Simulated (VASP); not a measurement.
**ZrC: electric field gradients with PBEsol**

The system is ZrC.

```
Zr C
1.0
     0.00000    2.39630    2.39630
     2.39630    0.00000    2.39630
     2.39630    2.39630    0.00000
Zr C
1 1
Direct
  0.50000 0.50000 0.50000
  0.00000 0.00000 0.00000
```

* Program: VASP 6.6.1
* Task: electric field gradients
* Functional: PBEsol
* Potentials or basis: VASP PAW PBE potentials, release 64 (Zr_sv, C)
* Cutoff: 520 eV
* k mesh: 15 × 15 × 15
* Occupations: fermi-dirac, width 0.05 eV
* Spin: no spin polarisation
* Dipole correction: no
* Further INCAR settings: ALGO = Normal; EDIFF = 1e-08; NBANDS = 15

```
Pressure                                : -15.5 GPa
Band gap on the k mesh                  : zero (bands 8 and 9 overlap by 1.30 eV)
Largest electric field gradient by atom : under 0.05 V/Å² on every atom
```

Levels at points of the mesh, in eV from the Fermi level:
```csv
k point,band 6,band 7,band 8,band 9,band 10,band 11
"(0.00, 0.00, 0.00)",0.95,0.95,0.95,1.05,1.05,1.05
```

It took 110 s on 1 thread of Intel Xeon 8259CL, with other jobs on the host, peak memory 0.19 GiB.

Caveat: the cell stands under tension; the PAW data sets were made with another functional, which shifts forces and pressure a little.
